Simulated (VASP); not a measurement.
# SnTe (Fm-3m) in VASP: single point with PBE

Aim: the single point of SnTe with PBE.

Everything below comes from runs of VASP 6.6.1. Logs are shortened: lines on timing, memory, paths and dates and some standing lists are left out, and cuts for length are marked.

**1. The cell of the first run**

Symmetry: Fm-3m, No. 225, cubic system. The conventional cell has a = 6.372 Å, b = 6.372 Å, c = 6.372 Å, α = 90.00°, β = 90.00°, γ = 90.00°. Within 4.2 Å of Sn (site symmetry m-3m) lie 6 Te at 3.19 Å. Within 4.2 Å of Te (site symmetry m-3m) lie 6 Sn at 3.19 Å.

**2. Single point, PBE**

Input file INCAR:

```
PREC     = Accurate       # precision mode
ENCUT    = 500            # plane-wave cutoff, eV
EDIFF    = 1E-6           # SCF threshold, eV
ISMEAR   = 0              # smearing method
SIGMA    = 0.1            # smearing width, eV
LREAL    = False          # projectors in reciprocal space
LASPH    = True           # aspherical terms in the spheres
NELM     = 120            # most SCF steps
ALGO     = Normal         # electronic algorithm
ISIF     = 2              # what is computed and relaxed
LWAVE    = False          # write WAVECAR
LCHARG   = False          # write CHGCAR
GGA      = PE             # functional
NBANDS   = 17             # bands
GGA_COMPAT= False
```

Input file KPOINTS:

```
regular mesh
0
Gamma
  6 6 6
```

Input file POSCAR:

```
SnTe
1.0
    0.0000000000      3.1858129500      3.1858129500
    3.1858129500      0.0000000000      3.1858129500
    3.1858129500      3.1858129500      0.0000000000
Sn Te
1 1
Direct
    0.0000000000      0.0000000000      0.0000000000
    0.5000000000      0.5000000000      0.5000000000
```

Potentials or basis: VASP PAW PBE potentials, release 64 (Sn_d, Te).

Run with:

```
> cat potpaw_PBE.64/Sn_d/POTCAR potpaw_PBE.64/Te/POTCAR > POTCAR
> mpirun -np 1 vasp_std > vasp.out
```

OUTCAR:

```text
PREC = Accurate
   ENCUT = 500
   EDIFF = 1E-6
   ISMEAR = 0
   LREAL = False
   LASPH = True
   NELM = 120
   ISIF = 2
   GGA = PE

 ion  position               nearest neighbor table
   1  0.000  0.000  0.000-   2 3.19   2 3.19   2 3.19   2 3.19   2 3.19   2 3.19
   2  0.500  0.500  0.500-   1 3.19   1 3.19   1 3.19   1 3.19   1 3.19   1 3.19

  LATTYP: Found a face centered cubic cell.
 ALAT       =     6.3716259000

  Lattice vectors:

 A1 = (   0.0000000000,   3.1858129500,   3.1858129500)
 A2 = (   3.1858129500,   0.0000000000,   3.1858129500)
 A3 = (   3.1858129500,   3.1858129500,   0.0000000000)

Analysis of symmetry for initial positions (statically):
=====================================================================
 Subroutine PRICEL returns:
 Original cell was already a primitive cell.

 Routine SETGRP: Setting up the symmetry group for a
 face centered cubic supercell.

 Subroutine GETGRP returns: Found 48 space group operations
 (whereof 48 operations were pure point group operations)
 out of a pool of 48 trial point group operations.

The static configuration has the point symmetry O_h .

Analysis of symmetry for dynamics (positions and initial velocities):
=====================================================================
 Subroutine PRICEL returns:
 Original cell was already a primitive cell.

 Routine SETGRP: Setting up the symmetry group for a
 face centered cubic supercell.

 Subroutine GETGRP returns: Found 48 space group operations
 (whereof 48 operations were pure point group operations)
 out of a pool of 48 trial point group operations.

The dynamic configuration has the point symmetry O_h .

 Subroutine INISYM returns: Found 48 space group operations
 (whereof 48 operations are pure point group operations),
 and found     1 'primitive' translations

----------------------------------------------------------------------------------------

                                     Primitive cell

  volume of cell :      64.6682

  direct lattice vectors                    reciprocal lattice vectors
     0.000000000  3.185812950  3.185812950    -0.156945812  0.156945812  0.156945812
     3.185812950  0.000000000  3.185812950     0.156945812 -0.156945812  0.156945812
     3.185812950  3.185812950  0.000000000     0.156945812  0.156945812 -0.156945812

  length of vectors
     4.505419881  4.505419881  4.505419881     0.271838120  0.271838120  0.271838120

  position of ions in fractional coordinates (direct lattice)
     0.000000000  0.000000000  0.000000000
     0.500000000  0.500000000  0.500000000

  ion indices of the primitive-cell ions
   primitive index   ion index
                 1           1
                 2           2

----------------------------------------------------------------------------------------

 KPOINTS: regular mesh

Automatic generation of k-mesh.
 Grid dimensions read from file:
 generate k-points for:    6    6    6

 Generating k-lattice:

  Cartesian coordinates                     Fractional coordinates (reciprocal lattice)
    -0.026157635  0.026157635  0.026157635     0.166666667  0.000000000  0.000000000
     0.026157635 -0.026157635  0.026157635     0.000000000  0.166666667  0.000000000
     0.026157635  0.026157635 -0.026157635     0.000000000  0.000000000  0.166666667

  Length of vectors
     0.045306353  0.045306353  0.045306353

  Shift w.r.t. Gamma in fractional coordinates (k-lattice)
     0.000000000  0.000000000  0.000000000

 Subroutine IBZKPT returns following result:
 ===========================================

 Found     16 irreducible k-points:

 Following reciprocal coordinates:
            Coordinates               Weight
  0.000000  0.000000  0.000000      1.000000
  0.166667  0.000000  0.000000      8.000000
  0.333333  0.000000  0.000000      8.000000
  0.500000  0.000000  0.000000      4.000000
  0.166667  0.166667  0.000000      6.000000
  0.333333  0.166667  0.000000     24.000000
[... 8 lines left out ...]
 -0.333333  0.333333  0.166667     24.000000
 -0.333333  0.500000  0.166667     12.000000
   k-points           NKPTS =     16   k-points in BZ     NKDIM =     16   number of bands    NBANDS=     17
   number of dos      NEDOS =    301   number of ions     NIONS =      2
   total plane-waves  NPLWV =  46656
   dimension x,y,z NGX =    36 NGY =   36 NGZ =   36
   dimension x,y,z NGXF=    72 NGYF=   72 NGZF=   72
   ions per type =               1   1
   NGX,Y,Z   is equivalent  to a cutoff of  13.28, 13.28, 13.28 a.u.
   NGXF,Y,Z  is equivalent  to a cutoff of  26.57, 26.57, 26.57 a.u.
 SYSTEM =  unknown system
   PREC   = accura    normal or accurate (medium, high low for compatibility)
   ISTART =      0    job   : 0-new  1-cont  2-samecut
   ICHARG =      2    charge: 1-file 2-atom 10-const
   ISPIN  =      1    spin polarized calculation?
   LNONCOLLINEAR =      F non collinear calculations
   LSORBIT =      F    spin-orbit coupling
   LASPH  =      T    aspherical Exc in radial PAW
   ENCUT  =  500.0 eV  36.75 Ry    6.06 a.u.   8.21  8.21  8.21*2*pi/ulx,y,z
   NELM   =    120;   NELMIN=  2; NELMDL= -5     # of ELM steps
   EDIFF  = 0.1E-05   stopping-criterion for ELM
   LREAL  =      F    real-space projection
[... 7 lines left out ...]
   TEBEG  =    0.0;   TEEND  =   0.0 temperature during run
   PSTRESS=    0.0 pullay stress
   NELECT =      20.0000    total number of electrons
   NUPDOWN=      -1.0000    fix difference up-down
   EMIN   =  10.00;   EMAX   =-10.00  energy-range for DOS
   EFERMI =   0.00;   METHOD = LEGACY
   ISMEAR =     0;   SIGMA  =   0.10  broadening in eV -4-tet -1-fermi 0-gaus
   EFERMI_NEDOS =   21; number of points for ismear=-14 and -15
   IALGO  =     38    algorithm
   IMIX   =      4    mixing-type and parameters
     AMIX     =   0.40;   BMIX     =  1.00
     AMIX_MAG =   1.60;   BMIX_MAG =  1.00
  volume/ion in A,a.u.               =      32.33       218.20
  Fermi-wavevector in a.u.,A,eV,Ry     =   1.107103  2.092121 16.676338  1.225676
  Thomas-Fermi vector in A             =   2.243612
   LORBIT       =      0    0 simple, 1 ext, 2 COOP (PROOUT), +10 PAW based schemes
   GGA     = PE    functional components
   LHFCALC =     F    Hartree Fock is set to
   AEXX    =    0.0000 exact exchange contribution
   IVDW    =     0    specifies the selected vdW correction
   LEPSILON=     F    determine dielectric tensor
   LRPA    =     F    only Hartree local field effects (RPA)
 non-spin polarized calculation
 Gauss-broadening in eV      SIGMA  =   0.10
  energy-cutoff  :      500.00
  volume of cell :       64.67
 maximum number of plane-waves:      1676
 NGX is ok and might be reduce to    36
   NGX = 17   NGY = 17   NGZ = 17

 number of electron      20.0000002 magnetization

 Free energy of the ion-electron system (eV)
  ---------------------------------------------------
  ext. energy  EPLUGINS =         0.00000000
  ---------------------------------------------------
  free energy    TOTEN  =        -7.56288459 eV

  energy without entropy =       -7.56079500  energy(sigma->0) =       -7.56183979

 E-fermi :   6.5784     XC(G=0):  -9.3495

 val. band max:        6.5782277448   @ k =   0.5000   0.0000   0.0000
 cond. band min:       6.5784742703   @ k =   0.5000   0.0000   0.0000
 fundamental gap:      0.0002465255
 Fermi energy:         6.5783510027

 k-point     1 :       0.0000    0.0000    0.0000
  band No.  band energies     occupation
      1     -15.3520      2.00000
      2     -15.3520      2.00000
      3     -15.3477      2.00000
      4     -15.3477      2.00000
      5     -15.3477      2.00000
      6      -6.0160      2.00000
[... 9 lines left out ...]
     16      11.3571      0.00000
     17      13.3795      0.00000

 k-point     2 :       0.1667    0.0000    0.0000
  band No.  band energies     occupation
      1     -15.3529      2.00000
      2     -15.3529      2.00000
      3     -15.3473      2.00000
      4     -15.3464      2.00000
      5     -15.3464      2.00000
      6      -5.7964      2.00000
[... 9 lines left out ...]
     16      11.8999      0.00000
     17      14.8795      0.00000

 k-point     3 :       0.3333    0.0000    0.0000
  band No.  band energies     occupation
      1     -15.3552      2.00000
      2     -15.3552      2.00000
      3     -15.3466      2.00000
      4     -15.3432      2.00000
      5     -15.3432      2.00000
      6      -5.2298      2.00000
[... 9 lines left out ...]
     16      13.3850      0.00000
     17      17.0398      0.00000

 k-point     4 :       0.5000    0.0000    0.0000
  band No.  band energies     occupation
      1     -15.3564      2.00000
      2     -15.3564      2.00000
      3     -15.3463      2.00000
      4     -15.3416      2.00000
      5     -15.3416      2.00000
      6      -4.8170      2.00000
[... 9 lines left out ...]
     16      15.3564      0.00000
     17      15.3564      0.00000

 k-point     5 :       0.1667    0.1667    0.0000
  band No.  band energies     occupation
      1     -15.3551      2.00000
      2     -15.3509      2.00000
      3     -15.3485      2.00000
      4     -15.3455      2.00000
      5     -15.3455      2.00000
      6      -5.7250      2.00000
[... 9 lines left out ...]
     16      12.7393      0.00000
     17      13.6927      0.00000

 k-point     6 :       0.3333    0.1667    0.0000
  band No.  band energies     occupation
      1     -15.3578      2.00000
      2     -15.3517      2.00000
      3     -15.3481      2.00000
      4     -15.3434      2.00000
      5     -15.3426      2.00000
      6      -5.2758      2.00000
[... 9 lines left out ...]
     16      14.2060      0.00000
     17      15.5084      0.00000
[... 121 lines left out ...]
 k-point    13 :       0.5000    0.5000    0.0000
  band No.  band energies     occupation
      1     -15.3664      2.00000
      2     -15.3510      2.00000
      3     -15.3479      2.00000
      4     -15.3384      2.00000
      5     -15.3384      2.00000
      6      -4.5456      2.00000
[... 9 lines left out ...]
     16      17.0230      0.00000
     17      17.4212      0.00000

 k-point    14 :       0.5000    0.3333    0.1667
  band No.  band energies     occupation
      1     -15.3600      2.00000
      2     -15.3521      2.00000
      3     -15.3474      2.00000
      4     -15.3421      2.00000
      5     -15.3409      2.00000
      6      -4.8376      2.00000
[... 9 lines left out ...]
     16      14.8902      0.00000
     17      15.4897      0.00000

 k-point    15 :      -0.3333    0.3333    0.1667
  band No.  band energies     occupation
      1     -15.3604      2.00000
      2     -15.3529      2.00000
      3     -15.3449      2.00000
      4     -15.3441      2.00000
      5     -15.3396      2.00000
      6      -4.5597      2.00000
[... 9 lines left out ...]
     16      16.3558      0.00000
     17      16.4568      0.00000

 k-point    16 :      -0.3333    0.5000    0.1667
  band No.  band energies     occupation
      1     -15.3632      2.00000
      2     -15.3506      2.00000
      3     -15.3479      2.00000
      4     -15.3416      2.00000
      5     -15.3384      2.00000
      6      -4.4846      2.00000
[... 9 lines left out ...]
     16      16.4855      0.00000
     17      17.6841      0.00000

------------------------ aborting loop because EDIFF is reached ----------------------------------------

  FORCE on cell =-STRESS in cart. coord.  units (eV):
  Direction    XX          YY          ZZ          XY          YZ          ZX
  --------------------------------------------------------------------------------------
  -------------------------------------------------------------------------------------
  Total        0.2761288      0.2761288      0.2761288      0.0000000      0.0000000      0.0000000
  in kB        6.8411864      6.8411864      6.8411864      0.0000000      0.0000000      0.0000000
  external PRESSURE =       6.8411864 kB  Pullay stress =       0.0000000 kB

 VOLUME and BASIS-vectors are now :
 -----------------------------------------------------------------------------
  energy-cutoff  :      500.00
  volume of cell :       64.67
      direct lattice vectors                 reciprocal lattice vectors
     0.000000000  3.185812950  3.185812950    -0.156945812  0.156945812  0.156945812
     3.185812950  0.000000000  3.185812950     0.156945812 -0.156945812  0.156945812
     3.185812950  3.185812950  0.000000000     0.156945812  0.156945812 -0.156945812

 POSITION                                       TOTAL-FORCE (eV/Angst)
 -----------------------------------------------------------------------------------
      0.00000      0.00000      0.00000        -0.000000      0.000000      0.000000
      3.18581      3.18581      3.18581         0.000000     -0.000000     -0.000000
 -----------------------------------------------------------------------------------
    total drift:                               -0.000000      0.000000      0.000000

  FREE ENERGIE OF THE ION-ELECTRON SYSTEM (eV)
  ---------------------------------------------------
  free  energy   TOTEN  =        -7.5628845862 eV

  energy  without entropy=       -7.5607949975  energy(sigma->0) =       -7.56183979
```

It took 9.8 s on 1 thread of Intel Xeon 6975P-C (Granite Rapids), shared host; peak memory 0.2 GiB.

Results:

```yaml
Free_energy: -7.5629 eV
Pressure: 0.7 GPa
Band_gap_on_the_k_mesh: zero (filled and empty bands touch)
```

Caveat: spin-orbit coupling is left out, which moves the levels of the heavy elements.
